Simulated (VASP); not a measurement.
# Mg (I4/mmm) in VASP: further runs, part 2 of 2

VASP 6.6.1. Earlier steps stand in the parts before.

## (3) Single point, pbesol exchange, pbe correlation (21.74 Å³/atom)

This run uses another cell than the first one, of 21.74 Å³/atom.

The input, INCAR:

```
SYSTEM = Mg
PREC = Accurate
ENCUT = 600
EDIFF = 1E-6
ISMEAR = -5
SIGMA = 0.05
LREAL = .False.
LASPH = .True.
NELM = 120
ALGO = Normal
ISIF = 2
LWAVE = .False.
LCHARG = .True.
GGA = LIBXC
LIBXC1 = GGA_X_PBE_SOL
LIBXC2 = GGA_C_PBE
LELF = .True.
LVHAR = .True.
NBANDS = 7
GGA_COMPAT = .False.
```

The input, KPOINTS:

```
regular mesh
0
Gamma
  11 11 11
  0 0 0
```

The input, POSCAR:

```
Mg
1.0
   -1.8111778905      1.8111778905      1.6567065887
    1.8111778905     -1.8111778905      1.6567065887
    1.8111778905      1.8111778905     -1.6567065887
Mg
1
Direct
    0.0000000000      0.0000000000      0.0000000000
```

Potentials or basis: VASP PAW PBE potentials, release 64 (Mg).

On the command line:

```bash
cat potpaw_PBE.64/Mg/POTCAR > POTCAR
mpirun -np 1 vasp_std > vasp.out
```

OUTCAR:

```text
SYSTEM = Mg
   PREC = Accurate
   ENCUT = 600
   EDIFF = 1E-6
   ISMEAR = -5
   LREAL = .False.
   LASPH = .True.
   NELM = 120
   ISIF = 2
   GGA = LIBXC

 ion  position               nearest neighbor table
   1  0.000  0.000  0.000-

  LATTYP: Found a body centered tetragonal cell.
 ALAT       =     3.6223557810
 C/A-ratio  =     0.9147122419

  Lattice vectors:

 A1 = (  -1.8111778905,   1.8111778905,   1.6567065887)
 A2 = (   1.8111778905,  -1.8111778905,   1.6567065887)
 A3 = (   1.8111778905,   1.8111778905,  -1.6567065887)

Analysis of symmetry for initial positions (statically):
=====================================================================
 Subroutine PRICEL returns:
 Original cell was already a primitive cell.

 Routine SETGRP: Setting up the symmetry group for a
 body centered tetragonal supercell.

 Subroutine GETGRP returns: Found 16 space group operations
 (whereof 16 operations were pure point group operations)
 out of a pool of 16 trial point group operations.

The static configuration has the point symmetry D_4h.

Analysis of symmetry for dynamics (positions and initial velocities):
=====================================================================
 Subroutine PRICEL returns:
 Original cell was already a primitive cell.

 Routine SETGRP: Setting up the symmetry group for a
 body centered tetragonal supercell.

 Subroutine GETGRP returns: Found 16 space group operations
 (whereof 16 operations were pure point group operations)
 out of a pool of 16 trial point group operations.

The dynamic configuration has the point symmetry D_4h.

 Subroutine INISYM returns: Found 16 space group operations
 (whereof 16 operations are pure point group operations),
 and found     1 'primitive' translations

----------------------------------------------------------------------------------------

                                     Primitive cell

  volume of cell :      21.7384

  direct lattice vectors                    reciprocal lattice vectors
    -1.811177890  1.811177890  1.656706589     0.000000000  0.276063441  0.301803592
     1.811177890 -1.811177890  1.656706589     0.276063441  0.000000000  0.301803592
     1.811177890  1.811177890 -1.656706589     0.276063441  0.276063441  0.000000000

  length of vectors
     3.050476590  3.050476590  3.050476590     0.409018865  0.409018865  0.390412662

  position of ions in fractional coordinates (direct lattice)
     0.000000000  0.000000000  0.000000000

  ion indices of the primitive-cell ions
   primitive index   ion index
                 1           1

----------------------------------------------------------------------------------------

 KPOINTS: regular mesh

Automatic generation of k-mesh.
 Grid dimensions read from file:
 generate k-points for:   11   11   11

 Generating k-lattice:

  Cartesian coordinates                     Fractional coordinates (reciprocal lattice)
     0.000000000  0.025096676  0.027436690     0.090909091  0.000000000  0.000000000
     0.025096676  0.000000000  0.027436690     0.000000000  0.090909091  0.000000000
     0.025096676  0.025096676  0.000000000     0.000000000  0.000000000  0.090909091

  Length of vectors
     0.037183533  0.037183533  0.035492060

  Shift w.r.t. Gamma in fractional coordinates (k-lattice)
     0.000000000  0.000000000  0.000000000

 TETIRR: Found   3151 inequivalent tetrahedra from     7986

 Subroutine IBZKPT returns following result:
 ===========================================

 Found    126 irreducible k-points:

 Following reciprocal coordinates:
            Coordinates               Weight
  0.000000  0.000000  0.000000      1.000000
  0.090909 -0.000000  0.000000      8.000000
  0.181818  0.000000 -0.000000      8.000000
  0.272727  0.000000 -0.000000      8.000000
  0.363636 -0.000000  0.000000      8.000000
  0.454545  0.000000 -0.000000      8.000000
[... 16 lines left out ...]
 -0.272727  0.181818  0.000000     16.000000
 -0.181818  0.181818  0.000000      4.000000
 [... further k-points ...]
   k-points           NKPTS =    126   k-points in BZ     NKDIM =    126   number of bands    NBANDS=      7
   number of dos      NEDOS =    301   number of ions     NIONS =      1
   total plane-waves  NPLWV =  13824
   dimension x,y,z NGX =    24 NGY =   24 NGZ =   24
   dimension x,y,z NGXF=    48 NGYF=   48 NGZF=   48
   ions per type =               1
   NGX,Y,Z   is equivalent  to a cutoff of  13.08, 13.08, 13.08 a.u.
   NGXF,Y,Z  is equivalent  to a cutoff of  26.16, 26.16, 26.16 a.u.
 SYSTEM =  Mg
   PREC   = accura    normal or accurate (medium, high low for compatibility)
   ISTART =      0    job   : 0-new  1-cont  2-samecut
   ICHARG =      2    charge: 1-file 2-atom 10-const
   ISPIN  =      1    spin polarized calculation?
   LNONCOLLINEAR =      F non collinear calculations
   LSORBIT =      F    spin-orbit coupling
   LASPH  =      T    aspherical Exc in radial PAW
   ENCUT  =  600.0 eV  44.10 Ry    6.64 a.u.   6.09  6.09  6.09*2*pi/ulx,y,z
   NELM   =    120;   NELMIN=  2; NELMDL= -5     # of ELM steps
   EDIFF  = 0.1E-05   stopping-criterion for ELM
   LREAL  =      F    real-space projection
   EDIFFG = 0.1E-04   stopping-criterion for IOM
   NSW    =      0    number of steps for IOM
   IBRION =     -1    ionic relax: 0-MD 1-quasi-New 2-CG
   NFREE  =      0    steps in history (QN), initial steepest desc. (CG)
   ISIF   =      2    stress and relaxation
   ISYM   =      2    0-nonsym 1-usesym 2-fastsym
   POTIM  = 0.5000    time-step for ionic-motion
   TEBEG  =    0.0;   TEEND  =   0.0 temperature during run
   PSTRESS=    0.0 pullay stress
   NELECT =       2.0000    total number of electrons
   NUPDOWN=      -1.0000    fix difference up-down
   EMIN   =  10.00;   EMAX   =-10.00  energy-range for DOS
   EFERMI =   0.00;   METHOD = LEGACY
   ISMEAR =    -5;   SIGMA  =   0.05  broadening in eV -4-tet -1-fermi 0-gaus
   EFERMI_NEDOS =   21; number of points for ismear=-14 and -15
   IALGO  =     38    algorithm
   IMIX   =      4    mixing-type and parameters
     AMIX     =   0.40;   BMIX     =  1.00
     AMIX_MAG =   1.60;   BMIX_MAG =  1.00
  volume/ion in A,a.u.               =      21.74       146.70
  Fermi-wavevector in a.u.,A,eV,Ry     =   0.739053  1.396608  7.431492  0.546199
  Thomas-Fermi vector in A             =   1.833123
   LORBIT       =      0    0 simple, 1 ext, 2 COOP (PROOUT), +10 PAW based schemes
   GGA     = LIBXC    functional components
   LHFCALC =     F    Hartree Fock is set to
   AEXX    =    0.0000 exact exchange contribution
   IVDW    =     0    specifies the selected vdW correction
   LEPSILON=     F    determine dielectric tensor
   LRPA    =     F    only Hartree local field effects (RPA)
 non-spin polarized calculation
 Fermi weights with tetrahedron method with Bloechl corrections
  energy-cutoff  :      600.00
  volume of cell :       21.74
 maximum number of plane-waves:       742
   NGX = 13   NGY = 13   NGZ = 13

 number of electron       2.0000000 magnetization

 Free energy of the ion-electron system (eV)
  ---------------------------------------------------
  ext. energy  EPLUGINS =         0.00000000
  ---------------------------------------------------
  free energy    TOTEN  =        -1.83284736 eV

  energy without entropy =       -1.83284736  energy(sigma->0) =       -1.83284736

 E-fermi :   3.0401     XC(G=0):  -8.6802

 val. band max:        3.3070614857   @ k =  -0.4545  -0.4545   0.2727
 cond. band min:       2.8563896447   @ k =  -0.4545  -0.4545   0.1818
 fundamental gap:     -0.4506718410
 Fermi energy:         3.0400816713

 k-point     1 :       0.0000    0.0000    0.0000
  band No.  band energies     occupation
      1      -4.2612      2.00000
      2      15.1292      0.00000
      3      17.0393      0.00000
      4      17.0393      0.00000
      5      17.3558      0.00000
      6      17.7838      0.00000
      7      17.7838      0.00000
[... 221 lines left out ...]
 k-point    24 :      -0.1818    0.1818    0.0000
  band No.  band energies     occupation
      1      -3.5035      2.00000
      2      10.1754      0.00000
      3      15.0427      0.00000
      4      15.4643      0.00000
      5      16.3866      0.00000
      6      16.7526      0.00000
      7      18.3563      0.00000

 [... further k-points ...]

------------------------ aborting loop because EDIFF is reached ----------------------------------------

  FORCE on cell =-STRESS in cart. coord.  units (eV):
  Direction    XX          YY          ZZ          XY          YZ          ZX
  --------------------------------------------------------------------------------------
  -------------------------------------------------------------------------------------
  Total        0.1315845      0.1315845      0.2108430      0.0000000     -0.0000000      0.0000000
  in kB        9.6981207      9.6981207     15.5396745      0.0000000     -0.0000000      0.0000000
  external PRESSURE =      11.6453053 kB  Pullay stress =       0.0000000 kB

 VOLUME and BASIS-vectors are now :
 -----------------------------------------------------------------------------
  energy-cutoff  :      600.00
  volume of cell :       21.74
      direct lattice vectors                 reciprocal lattice vectors
    -1.811177890  1.811177890  1.656706589     0.000000000  0.276063441  0.301803592
     1.811177890 -1.811177890  1.656706589     0.276063441  0.000000000  0.301803592
     1.811177890  1.811177890 -1.656706589     0.276063441  0.276063441  0.000000000

 POSITION                                       TOTAL-FORCE (eV/Angst)
 -----------------------------------------------------------------------------------
      0.00000      0.00000      0.00000         0.000000      0.000000      0.000000
 -----------------------------------------------------------------------------------
    total drift:                                0.000000      0.000000      0.000000

  FREE ENERGIE OF THE ION-ELECTRON SYSTEM (eV)
  ---------------------------------------------------
  free  energy   TOTEN  =        -1.8328473574 eV

  energy  without entropy=       -1.8328473574  energy(sigma->0) =       -1.83284736
```

It took 5.8 s on 1 thread of Intel Xeon 6975P-C (Granite Rapids), shared host; peak memory 0.15 GiB.

Results:

```yaml
Free_energy: -1.8328 eV
Pressure: 1.2 GPa
Band_gap_on_the_k_mesh: zero (bands 1 and 2 overlap by 4.33 eV)
```

Caveat: the PAW data sets were made with another functional, which shifts forces and pressure a little; tetrahedron occupations give inexact forces and stress in metals.

## (4) Single point, pbesol exchange, pbe correlation (22.19 Å³/atom)

This run uses another cell than the first one, of 22.19 Å³/atom.

The input, INCAR:

```
PREC = Accurate
ENCUT = 600
EDIFF = 1E-6
ISMEAR = -5
SIGMA = 0.05
LREAL = False
LASPH = True
NELM = 120
ALGO = Normal
ISIF = 2
LWAVE = False
LCHARG = False
GGA = LIBXC
LIBXC1 = GGA_X_PBE_SOL
LIBXC2 = GGA_C_PBE
NBANDS = 7
GGA_COMPAT = False
```

The input, KPOINTS:

```
regular mesh
0
Gamma
  11 11 11
```

The input, POSCAR:

```
Mg
1.0
   -1.8236691672      1.8236691672      1.6681325125
    1.8236691672     -1.8236691672      1.6681325125
    1.8236691672      1.8236691672     -1.6681325125
Mg
1
Direct
    0.0000000000      0.0000000000      0.0000000000
```

On the command line:

```bash
cat potpaw_PBE.64/Mg/POTCAR > POTCAR
mpirun -np 1 vasp_std > vasp.out
```

Run time: 9.9 s. Hardware: 1 thread of Intel Xeon 6975P-C (Granite Rapids), shared host; peak memory 0.17 GiB.

The run converged. Its results:

```
Free energy            : -1.8356 eV
Pressure               : 0.3 GPa
Band gap on the k mesh : zero (bands 1 and 2 overlap by 4.31 eV)
```

Stress tensor (GPa, compression positive):
```
0.15 0.00 0.00
0.00 0.15 0.00
0.00 0.00 0.62
```

Levels at points of the mesh, in eV from the Fermi level:
```csv
k point,band 1,band 2,band 3,band 4
"(0.00, 0.00, 0.00)",-7.21,11.97,13.85,13.85
```

Caveat: the PAW data sets were made with another functional, which shifts forces and pressure a little; tetrahedron occupations give inexact forces and stress in metals.

## (5) Single point, pbesol exchange, pbe correlation (22.64 Å³/atom)

This run uses another cell than the first one, of 22.64 Å³/atom.

The input, INCAR:

```
SYSTEM = Mg
PREC = Accurate ; ENCUT = 600
EDIFF = 1E-6 ; ISMEAR = -5
SIGMA = 0.05 ; LREAL = .False.
LASPH = .True. ; NELM = 120
ALGO = Normal ; ISIF = 2
LWAVE = .False. ; LCHARG = .False.
GGA = LIBXC ; LIBXC1 = GGA_X_PBE_SOL
LIBXC2 = GGA_C_PBE ; NBANDS = 7
GGA_COMPAT = .False.
```

The input, KPOINTS:

```
Automatic mesh
0
Gamma
  11 11 11
  0 0 0
```

The input, POSCAR:

```
Mg
1.0
   -1.8359916300      1.8359916300      1.6794040200
    1.8359916300     -1.8359916300      1.6794040200
    1.8359916300      1.8359916300     -1.6794040200
Mg
1
Direct
    0.0000000000      0.0000000000      0.0000000000
```

On the command line:

```bash
cat potpaw_PBE.64/Mg/POTCAR > POTCAR
mpirun -np 1 vasp_std > vasp.out
```

Wall time 11 s (1 thread of Intel Xeon 6975P-C (Granite Rapids), shared host); peak memory 0.17 GiB.

The run converged. Its results:

* Free energy: -1.8360 eV
* Pressure: -0.5 GPa
* Band gap on the k mesh: zero (bands 1 and 2 overlap by 4.29 eV)

Stress tensor (GPa, compression positive):
```
-0.59  0.00  0.00
 0.00 -0.59  0.00
 0.00  0.00 -0.22
```

Levels at points of the mesh, in eV from the Fermi level:
| k point | band 1 | band 2 | band 3 | band 4 | band 5 | band 6 |
| --- | --- | --- | --- | --- | --- | --- |
| (0.00, 0.00, 0.00) | -7.12 | 11.85 | 13.71 | 13.71 | 14.02 | 14.29 |

Caveat: the PAW data sets were made with another functional, which shifts forces and pressure a little; tetrahedron occupations give inexact forces and stress in metals.

## (6) The runs side by side

| cell | gap on the mesh (eV) | pressure (GPa) |
| --- | --- | --- |
| a = 3.029 Å, angles 107.2, 107.2, 114.2°, 1 atom | none | 2.1 |
| a = 3.050 Å, angles 107.2, 107.2, 114.2°, 1 atom | none | 1.2 |
| a = 3.072 Å, angles 107.2, 107.2, 114.2°, 1 atom | none | 0.3 |
| a = 3.092 Å, angles 107.2, 107.2, 114.2°, 1 atom | none | -0.5 |

Alike in all rows: task single point; level pbesol exchange, pbe correlation; potentials or basis VASP PAW PBE potentials, release 64 (Mg); no spin polarisation; k mesh 11 × 11 × 11; cutoff (eV) 600; smearing tetrahedron.

Caveats: the PAW data sets were made with another functional, which shifts forces and pressure a little; tetrahedron occupations give inexact forces and stress in metals.

Total energies depend on the potentials used, so only differences within one code and one set of settings carry meaning.
